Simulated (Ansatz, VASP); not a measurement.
## One calculation of K, two programs

POSCAR

```
K
1.0
   -2.6699463634      2.6699463634      2.6699463634
    2.6699463634     -2.6699463634      2.6699463634
    2.6699463634      2.6699463634     -2.6699463634
K
1
Direct
    0.0000000000      0.0000000000      0.0000000000
```

File INCAR.step1:

```
PREC = Accurate ; ENCUT = 520
ISMEAR = 1 ; SIGMA = 0.3
LREAL = False ; LASPH = True
NELM = 60 ; NBANDS = 10
GGA = PE ; ALGO = Normal
EDIFF = 1E-4 ; LWAVE = True
LCHARG = False
```

Contents of INCAR.step2:

```
PREC = Accurate ; ENCUT = 520
EDIFF = 1E-6 ; ISMEAR = 1
SIGMA = 0.3 ; LREAL = False
LASPH = True ; NELM = 60
ALGO = Normal ; ISIF = 2
LWAVE = False ; LCHARG = False
METAGGA = R2SCAN ; LMIXTAU = True
NBANDS = 10 ; ISTART = 1
```

KPOINTS

```
regular mesh
0
Gamma
  8 8 8
```

Input for Ansatz:

```yaml
crystal:
  lattice:
    - [-2.6699463634, 2.6699463634, 2.6699463634]
    - [2.6699463634, -2.6699463634, 2.6699463634]
    - [2.6699463634, 2.6699463634, -2.6699463634]
  atoms:
    - { symbol: K, position: [0.0, 0.0, 0.0] }
hamiltonian:
  xc: r2scan
  pseudopotentials:
    kind: paw
    azcp:
      K: "pseudopotentials/K.paw.azcp"
basis:
  ecutwfc: 500
  fft_grid_basis: typed
kpoints:
  mp_grid: { grid: [8, 8, 8], shift: [0, 0, 0] }
magnetization:
  spin_polarized: false
scf:
  occupations: { method: cold, width: 0.3 }
  lower_state_search: "off"
output:
  stress: true
```

Alike in both runs: task single point; functional r2SCAN; k mesh 8 × 8 × 8; no spin polarisation.

|  | VASP | Ansatz |
| --- | --- | --- |
| version | VASP 6.6.1 | Ansatz 0.2.0 |
| potentials or method | VASP PAW PBE potentials, release 64 (K_sv), cutoff 520 eV | plane waves (500 eV) with PAW, scalar-relativistic |
| occupations | methfessel-paxton of order 1, width 0.3 eV | cold, width 0.3 eV |
| valence electrons in the cell | 9 | 9 |

```tsv
	VASP	Ansatz	Ansatz less VASP
pressure (GPa)	0.0	0.0	+0.02
```

VASP's potentials were made for PBE, not for r2SCAN.
